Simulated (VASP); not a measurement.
# Ba16B (a cell with a defect) in VASP: single point with PBE

Aim: the single point of Ba16B (a cell with a defect) with PBE.

All numbers are computed with VASP 6.6.1; they aren't measurements. Logs are shortened: lines on timing, memory, paths and dates and some standing lists are left out, and cuts for length are marked.

### 1 The cell of the first run

The cell holds a defect, 17 atoms: a = 10.040 Å, b = 10.040 Å, c = 10.040 Å, α = 90.00°, β = 90.00°, γ = 90.00°.

### 2 Single point, PBE

INCAR

```
ALGO = Normal ; EDIFF = 1E-6
ENCUT = 420 ; GGA = PE
GGA_COMPAT = False ; ISIF = 2
ISMEAR = 0 ; LASPH = True
LCHARG = True ; LELF = True
LREAL = False ; LVHAR = True
LWAVE = False ; NBANDS = 96
NELM = 120 ; PREC = Accurate
SIGMA = 0.1
```

KPOINTS

```
k-points
0
Gamma
  2 2 2
```

POSCAR

```
Ba16B
1.0
   10.0400000000      0.0000000000      0.0000000000
    0.0000000000     10.0400000000      0.0000000000
    0.0000000000      0.0000000000     10.0400000000
Ba B
16 1
Direct
    0.0402141503      0.0314509396      0.0000030283
    0.4726143072      0.0211311529     -0.0000033043
    0.0411073724      0.4680328177      0.0000045796
   -0.0064154011     -0.0026267769      0.4999984181
    0.2632438591      0.2498397850      0.2758851939
    0.4727130361      0.4797168947     -0.0000028391
    0.5194859020     -0.0139435375      0.5000062691
    0.7496704999      0.2500834941      0.2488149478
   -0.0061331950      0.5028347527      0.4999985594
    0.2498326759      0.7503443822      0.2622916529
    0.2632373993      0.2498390397      0.7241314016
    0.5193849485      0.5141162249      0.5000058455
    0.7611621167      0.7499433921      0.2311829064
    0.7496723590      0.2500831498      0.7511916038
    0.2498261434      0.7503440399      0.7377119073
    0.7611697601      0.7499431026      0.7688215902
    0.2728506662      0.2515663465     -0.0000165606
```

Potentials or basis: VASP PAW PBE potentials, release 64 (Ba_sv, B).

On the command line:

```bash
cat potpaw_PBE.64/Ba_sv/POTCAR potpaw_PBE.64/B/POTCAR > POTCAR
mpirun -np 1 vasp_std > vasp.out
```

OUTCAR:

```text
EDIFF = 1E-6
   ENCUT = 420
   GGA = PE
   ISIF = 2
   ISMEAR = 0
   LASPH = True
   LREAL = False
   NELM = 120
   PREC = Accurate

 ion  position               nearest neighbor table
   1  0.040  0.031  0.000-  17 3.22  11 4.18   5 4.18   2 4.34   3 4.38  15 4.40  10 4.40  14 4.42
                             8 4.42  16 4.61  13 4.61
   2  0.473  0.021  1.000-  17 3.06  11 4.17   5 4.17   1 4.34  14 4.39   8 4.39  15 4.40  10 4.40
                            16 4.60  13 4.60   6 4.60
   3  0.041  0.468  0.000-  17 3.18  11 4.18   5 4.18   6 4.33   1 4.38  10 4.40  15 4.40   8 4.43
                            14 4.43  16 4.61  13 4.61
   4  0.994  0.997  0.500-  10 4.30  15 4.30   8 4.34  14 4.34   5 4.34  11 4.34  13 4.35  16 4.35

   5  0.263  0.250  0.276-  17 2.77   2 4.17   6 4.17   3 4.18   1 4.18   7 4.32  12 4.33   4 4.34
                             9 4.34  11 4.50
   6  0.473  0.480  1.000-  17 3.05  11 4.17   5 4.17   3 4.33  14 4.39   8 4.39  15 4.40  10 4.40
                            16 4.60  13 4.60   2 4.60
   7  0.519  0.986  0.500-  15 4.32  10 4.32   5 4.32  11 4.32  14 4.33   8 4.33  16 4.33  13 4.33
                            12 4.74
   8  0.750  0.250  0.249-   7 4.33  12 4.33   4 4.34   9 4.34   2 4.39   6 4.39   1 4.42   3 4.43

   9  0.994  0.503  0.500-  15 4.30  10 4.30   8 4.34  14 4.34   5 4.34  11 4.34  13 4.35  16 4.35

  10  0.250  0.750  0.262-   4 4.30   9 4.30   7 4.32  12 4.32   6 4.40   2 4.40   1 4.40   3 4.40

  11  0.263  0.250  0.724-  17 2.77   2 4.17   6 4.17   3 4.18   1 4.18   7 4.32  12 4.33   4 4.34
                             9 4.34   5 4.50
  12  0.519  0.514  0.500-  15 4.32  10 4.32   5 4.33  11 4.33  14 4.33   8 4.33  16 4.33  13 4.33
                             7 4.74
  13  0.761  0.750  0.231-  12 4.33   7 4.33   9 4.35   4 4.35   6 4.60   2 4.60   1 4.61   3 4.61
                            16 4.64
  14  0.750  0.250  0.751-   7 4.33  12 4.33   4 4.34   9 4.34   2 4.39   6 4.39   1 4.42   3 4.43

  15  0.250  0.750  0.738-   4 4.30   9 4.30   7 4.32  12 4.32   6 4.40   2 4.40   1 4.40   3 4.40

  16  0.761  0.750  0.769-  12 4.33   7 4.33   9 4.35   4 4.35   6 4.60   2 4.60   1 4.61   3 4.61
                            13 4.64
  17  0.273  0.252  1.000-  11 2.77   5 2.77   6 3.05   2 3.06   3 3.18   1 3.22

  LATTYP: Found a simple cubic cell.
 ALAT       =    10.0400000000

  Lattice vectors:

 A1 = (  10.0400000000,   0.0000000000,   0.0000000000)
 A2 = (   0.0000000000,  10.0400000000,   0.0000000000)
 A3 = (   0.0000000000,   0.0000000000,  10.0400000000)

Analysis of symmetry for initial positions (statically):
=====================================================================
 Subroutine PRICEL returns:
 Original cell was already a primitive cell.

 Routine SETGRP: Setting up the symmetry group for a
 simple cubic supercell.

 Subroutine GETGRP returns: Found  1 space group operations
 (whereof  1 operations were pure point group operations)
 out of a pool of 48 trial point group operations.

The static configuration has the point symmetry C_1 .

Analysis of symmetry for dynamics (positions and initial velocities):
=====================================================================
 Subroutine PRICEL returns:
 Original cell was already a primitive cell.

 Routine SETGRP: Setting up the symmetry group for a
 simple cubic supercell.

 Subroutine GETGRP returns: Found  1 space group operations
 (whereof  1 operations were pure point group operations)
 out of a pool of 48 trial point group operations.

The dynamic configuration has the point symmetry C_1 .

 Subroutine INISYM returns: Found  1 space group operations
 (whereof  1 operations are pure point group operations),
 and found     1 'primitive' translations

----------------------------------------------------------------------------------------

                                     Primitive cell

  volume of cell :    1012.0481

  direct lattice vectors                    reciprocal lattice vectors
    10.040000000  0.000000000  0.000000000     0.099601594  0.000000000  0.000000000
     0.000000000 10.040000000  0.000000000     0.000000000  0.099601594  0.000000000
     0.000000000  0.000000000 10.040000000     0.000000000  0.000000000  0.099601594

  length of vectors
    10.040000000 10.040000000 10.040000000     0.099601594  0.099601594  0.099601594

  position of ions in fractional coordinates (direct lattice)
     0.040214150  0.031450940  0.000003028
     0.472614307  0.021131153  0.999996696
     0.041107372  0.468032818  0.000004580
     0.993584599  0.997373223  0.499998418
     0.263243859  0.249839785  0.275885194
     0.472713036  0.479716895  0.999997161
[... 9 lines left out ...]
     0.761169760  0.749943103  0.768821590
     0.272850666  0.251566346  0.999983439

  ion indices of the primitive-cell ions
   primitive index   ion index
                 1           1
                 2           2
                 3           3
                 4           4
                 5           5
                 6           6
[... 9 lines left out ...]
                16          16
                17          17

----------------------------------------------------------------------------------------

 KPOINTS: k-points

Automatic generation of k-mesh.
 Grid dimensions read from file:
 generate k-points for:    2    2    2

 Generating k-lattice:

  Cartesian coordinates                     Fractional coordinates (reciprocal lattice)
     0.049800797  0.000000000  0.000000000     0.500000000  0.000000000  0.000000000
     0.000000000  0.049800797  0.000000000     0.000000000  0.500000000  0.000000000
     0.000000000  0.000000000  0.049800797     0.000000000  0.000000000  0.500000000

  Length of vectors
     0.049800797  0.049800797  0.049800797

  Shift w.r.t. Gamma in fractional coordinates (k-lattice)
     0.000000000  0.000000000  0.000000000

 Subroutine IBZKPT returns following result:
 ===========================================

 Found      8 irreducible k-points:

 Following reciprocal coordinates:
            Coordinates               Weight
  0.000000  0.000000  0.000000      1.000000
  0.500000  0.000000  0.000000      1.000000
  0.000000  0.500000  0.000000      1.000000
  0.000000  0.000000  0.500000      1.000000
  0.500000  0.500000  0.000000      1.000000
  0.000000  0.500000  0.500000      1.000000
  0.500000  0.000000  0.500000      1.000000
  0.500000  0.500000  0.500000      1.000000
   k-points           NKPTS =      8   k-points in BZ     NKDIM =      8   number of bands    NBANDS=     96
   number of dos      NEDOS =    301   number of ions     NIONS =     17
   total plane-waves  NPLWV = 343000
   dimension x,y,z NGX =    70 NGY =   70 NGZ =   70
   dimension x,y,z NGXF=   140 NGYF=  140 NGZF=  140
   ions per type =              16   1
   NGX,Y,Z   is equivalent  to a cutoff of  11.59, 11.59, 11.59 a.u.
   NGXF,Y,Z  is equivalent  to a cutoff of  23.18, 23.18, 23.18 a.u.
 SYSTEM =  unknown system
   PREC   = accura    normal or accurate (medium, high low for compatibility)
   ISTART =      0    job   : 0-new  1-cont  2-samecut
   ICHARG =      2    charge: 1-file 2-atom 10-const
   ISPIN  =      1    spin polarized calculation?
   LNONCOLLINEAR =      F non collinear calculations
   LSORBIT =      F    spin-orbit coupling
   LASPH  =      T    aspherical Exc in radial PAW
   ENCUT  =  420.0 eV  30.87 Ry    5.56 a.u.  16.78 16.78 16.78*2*pi/ulx,y,z
   NELM   =    120;   NELMIN=  2; NELMDL= -5     # of ELM steps
   EDIFF  = 0.1E-05   stopping-criterion for ELM
   LREAL  =      F    real-space projection
   EDIFFG = 0.1E-04   stopping-criterion for IOM
   NSW    =      0    number of steps for IOM
   IBRION =     -1    ionic relax: 0-MD 1-quasi-New 2-CG
   NFREE  =      0    steps in history (QN), initial steepest desc. (CG)
   ISIF   =      2    stress and relaxation
   ISYM   =      2    0-nonsym 1-usesym 2-fastsym
   POTIM  = 0.5000    time-step for ionic-motion
   TEBEG  =    0.0;   TEEND  =   0.0 temperature during run
   PSTRESS=    0.0 pullay stress
   NELECT =     163.0000    total number of electrons
   NUPDOWN=      -1.0000    fix difference up-down
   EMIN   =  10.00;   EMAX   =-10.00  energy-range for DOS
   EFERMI =   0.00;   METHOD = LEGACY
   ISMEAR =     0;   SIGMA  =   0.10  broadening in eV -4-tet -1-fermi 0-gaus
   EFERMI_NEDOS =   21; number of points for ismear=-14 and -15
   IALGO  =     38    algorithm
   IMIX   =      4    mixing-type and parameters
     AMIX     =   0.40;   BMIX     =  1.00
     AMIX_MAG =   1.60;   BMIX_MAG =  1.00
  volume/ion in A,a.u.               =      59.53       401.74
  Fermi-wavevector in a.u.,A,eV,Ry     =   0.890711  1.683200 10.794409  0.793367
  Thomas-Fermi vector in A             =   2.012437
   LORBIT       =      0    0 simple, 1 ext, 2 COOP (PROOUT), +10 PAW based schemes
   GGA     = PE    functional components
   LHFCALC =     F    Hartree Fock is set to
   AEXX    =    0.0000 exact exchange contribution
   IVDW    =     0    specifies the selected vdW correction
   LEPSILON=     F    determine dielectric tensor
   LRPA    =     F    only Hartree local field effects (RPA)
 non-spin polarized calculation
 Gauss-broadening in eV      SIGMA  =   0.10
  energy-cutoff  :      420.00
  volume of cell :     1012.05
 maximum number of plane-waves:     19882
 NGX is ok and might be reduce to    70
   NGX = 33   NGY = 33   NGZ = 33

 number of electron     162.9999998 magnetization

 Free energy of the ion-electron system (eV)
  ---------------------------------------------------
  ext. energy  EPLUGINS =         0.00000000
  ---------------------------------------------------
  free energy    TOTEN  =       -35.21577414 eV

  energy without entropy =      -35.07328589  energy(sigma->0) =      -35.14453001

 E-fermi :   1.7657     XC(G=0):  -7.4367

 val. band max:        1.7606842459   @ k =   0.5000   0.0000   0.5000
 cond. band min:       1.7673582853   @ k =   0.5000   0.5000   0.0000
 fundamental gap:      0.0066740393
 Fermi energy:         1.7656639764

 k-point     1 :       0.0000    0.0000    0.0000
  band No.  band energies     occupation
      1     -27.3328      2.00000
      2     -27.3269      2.00000
      3     -27.2631      2.00000
      4     -27.2577      2.00000
      5     -27.2337      2.00000
      6     -27.2265      2.00000
[... 85 lines left out ...]
     92       2.4018      0.00000
     93       2.4042      0.00000

 k-point     2 :       0.5000    0.0000    0.0000
  band No.  band energies     occupation
      1     -27.3327      2.00000
      2     -27.3269      2.00000
      3     -27.2629      2.00000
      4     -27.2577      2.00000
      5     -27.2343      2.00000
      6     -27.2265      2.00000
[... 565 lines left out ...]
     92       2.2314      0.00000
     93       2.3301      0.00000

 k-point     8 :       0.5000    0.5000    0.5000
  band No.  band energies     occupation
      1     -27.3310      2.00000
      2     -27.3285      2.00000
      3     -27.2611      2.00000
      4     -27.2596      2.00000
      5     -27.2330      2.00000
      6     -27.2277      2.00000
[... 85 lines left out ...]
     92       2.1090      0.00000
     93       2.1534      0.00000
 [bands above 93 left out]

------------------------ aborting loop because EDIFF is reached ----------------------------------------

  FORCE on cell =-STRESS in cart. coord.  units (eV):
  Direction    XX          YY          ZZ          XY          YZ          ZX
  --------------------------------------------------------------------------------------
  -------------------------------------------------------------------------------------
  Total        0.3393977      0.2771330      3.3782739      0.0040833      0.0000171      0.0001605
  in kB        0.5373018      0.4387304      5.3481589      0.0064643      0.0000271      0.0002542
  external PRESSURE =       2.1080637 kB  Pullay stress =       0.0000000 kB

 VOLUME and BASIS-vectors are now :
 -----------------------------------------------------------------------------
  energy-cutoff  :      420.00
  volume of cell :     1012.05
      direct lattice vectors                 reciprocal lattice vectors
    10.040000000  0.000000000  0.000000000     0.099601594  0.000000000  0.000000000
     0.000000000 10.040000000  0.000000000     0.000000000  0.099601594  0.000000000
     0.000000000  0.000000000 10.040000000     0.000000000  0.000000000  0.099601594

 POSITION                                       TOTAL-FORCE (eV/Angst)
 -----------------------------------------------------------------------------------
      0.40375      0.31577      0.00003        -0.037473     -0.032536      0.000017
      4.74505      0.21216     10.03997         0.037014     -0.051001      0.000024
      0.41272      4.69905      0.00005        -0.046492      0.041444     -0.000001
      9.97559     10.01363      5.01998         0.000278      0.007446      0.000037
      2.64297      2.50839      2.76989        -0.000794      0.000773      0.114109
      4.74604      4.81636     10.03997         0.038181      0.050255      0.000011
[... 9 lines left out ...]
      7.64214      7.52943      7.71897        -0.000351      0.001490      0.010909
      2.73942      2.52573     10.03983        -0.003848     -0.006354      0.001320
 -----------------------------------------------------------------------------------
    total drift:                                0.000250     -0.000008      0.000015

  FREE ENERGIE OF THE ION-ELECTRON SYSTEM (eV)
  ---------------------------------------------------
  free  energy   TOTEN  =       -35.2157741357 eV

  energy  without entropy=      -35.0732858897  energy(sigma->0) =      -35.14453001
```

Wall time 15 min (1 thread of Intel Xeon Platinum 8488C (Sapphire Rapids), shared host); peak memory 0.88 GiB.

Results:

```
Free energy            : -35.2158 eV
Pressure               : 0.2 GPa
Largest force          : 0.115 eV/Å
Band gap on the k mesh : zero (an odd number of electrons rules out a gap without spin polarisation)
```

Forces in eV/Å, atoms in the order of the input:
```
Ba  -0.037 -0.033  0.000
Ba   0.037 -0.051  0.000
Ba  -0.046  0.041  0.000
Ba   0.000  0.007  0.000
Ba  -0.001  0.001  0.114
Ba   0.038  0.050  0.000
Ba  -0.002  0.009  0.000
Ba   0.010 -0.002  0.003
Ba  -0.001 -0.007  0.000
Ba   0.001 -0.002 -0.015
Ba  -0.001  0.001 -0.115
Ba  -0.002 -0.009  0.000
Ba   0.000  0.001 -0.011
Ba   0.010 -0.002 -0.003
Ba   0.001 -0.002  0.015
Ba   0.000  0.001  0.011
B   -0.004 -0.006  0.001
```

Caveat: spin-orbit coupling is left out, which moves the levels of the heavy elements.
